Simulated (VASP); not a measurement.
## GaBiO4: relaxation of cell and atoms with PBE

The system is GaBiO4.

```
Ga Bi O
1.0
     3.66293    0.00000    0.00000
     0.00000    3.66293    0.00000
     0.00000    0.00000    5.18013
Ga Bi O
1 1 4
Direct
  0.00000 0.00000 0.00000
  0.50000 0.50000 0.50000
  0.50000 0.00000 0.72658
  0.00000 0.50000 0.27342
  0.50000 0.00000 0.27342
  0.00000 0.50000 0.72658
```

The cell was generated, and may not be a known phase.

* Program: VASP 6.6.1
* Task: relaxation of cell and atoms
* Functional: PBE
* Potentials or basis: VASP PAW PBE potentials, release 64 (Ga_d, Bi_d, O)
* Cutoff: 600 eV
* k mesh: 6 × 6 × 4
* Occupations: gaussian, width 0.1 eV
* Spin: no spin polarisation
* Dipole correction: no
* Further INCAR settings: ALGO = Normal; EDIFF = 1e-07; IBRION = 2; EDIFFG = -0.04; NSW = 90; ISIF = 3

| Quantity | Value |
| --- | --- |
| Relaxed volume | 11.42 Å³/atom |
| Relaxed cell | a = 3.652 Å, b = 3.652 Å, c = 5.140 Å, α = 90.00°, β = 90.00°, γ = 90.00° |
| Space group after relaxing (to 0.1 Å) | P4/mmm (No. 123) |
| Energy gained by relaxing | 172.7 meV/atom |
| Ionic steps | 6 |
| Pressure after relaxing | 0.0 GPa |
| Largest force after relaxing | 0.009 eV/Å |
| Band gap on the k mesh | zero (bands 26 and 27 overlap by 0.28 eV) |

Forces in eV/Å, atoms in the order of the input:
```
Ga   0.000  0.000  0.000
Bi   0.000  0.000  0.000
O    0.000  0.000  0.009
O    0.000  0.000 -0.009
O    0.000  0.000 -0.009
O    0.000  0.000  0.009
```

Step by step:
| step | energy change (eV) | largest force (eV/Å) | pressure (GPa) | volume (Å³) |
| --- | --- | --- | --- | --- |
| 1 | 0.0000 | 3.2426 | 5.11 | 69.50 |
| 2 | -0.8806 | 0.0425 | -8.74 | 73.28 |
| 3 | -0.8930 | 0.3223 | -7.83 | 72.84 |
| 4 | -1.0216 | 0.2554 | 2.30 | 67.50 |
| 5 | -1.0336 | 0.1073 | -0.28 | 68.63 |
| 6 | -1.0364 | 0.0088 | 0.00 | 68.54 |

Final structure:
```cif
data_structure
_symmetry_space_group_name_H-M 'P 1'
_symmetry_Int_Tables_number 1
_cell_length_a 3.6518
_cell_length_b 3.6518
_cell_length_c 5.1398
_cell_angle_alpha 90.000
_cell_angle_beta 90.000
_cell_angle_gamma 90.000
_cell_volume 68.54
loop_
_atom_site_label
_atom_site_type_symbol
_atom_site_fract_x
_atom_site_fract_y
_atom_site_fract_z
_atom_site_occupancy
Ga1 Ga 0.00000 0.00000 0.00000 1
Bi1 Bi 0.50000 0.50000 0.50000 1
O1 O 0.50000 0.00000 0.75830 1
O2 O 0.00000 0.50000 0.24170 1
O3 O 0.50000 0.00000 0.24170 1
O4 O 0.00000 0.50000 0.75830 1
```

Levels at points of the mesh, in eV from the Fermi level:
```tsv
k point	band 22	band 23	band 24	band 25	band 26	band 27	band 28	band 29	band 30	band 31
(0.00, 0.00, 0.00)	-1.36	-1.36	-1.32	-0.25	-0.25	-0.09	2.57	5.56	6.32	6.32
(0.50, 0.00, 0.00)	-2.57	-1.72	-1.63	-0.52	-0.31	1.40	4.39	6.50	7.88	8.36
(0.50, 0.50, 0.00)	-0.39	-0.19	-0.19	-0.16	0.14	0.29	3.65	6.19	6.19	9.41
(0.00, 0.00, 0.50)	-1.28	-0.75	-0.75	-0.71	-0.71	0.47	2.94	4.65	6.06	7.70
(0.50, 0.00, 0.50)	-2.88	-2.12	-2.08	-1.92	-1.89	2.02	4.80	7.00	7.72	8.25
(0.50, 0.50, 0.50)	-2.85	-0.62	-0.18	-0.03	0.01	1.27	4.59	7.76	7.76	8.99
```

It took 3.1 min on 1 thread of AMD EPYC 9R45 96-Core Processor (Zen 5) (shared host), peak memory 0.22 GiB.

Caveat: spin-orbit coupling is left out, which moves the levels of the heavy elements.
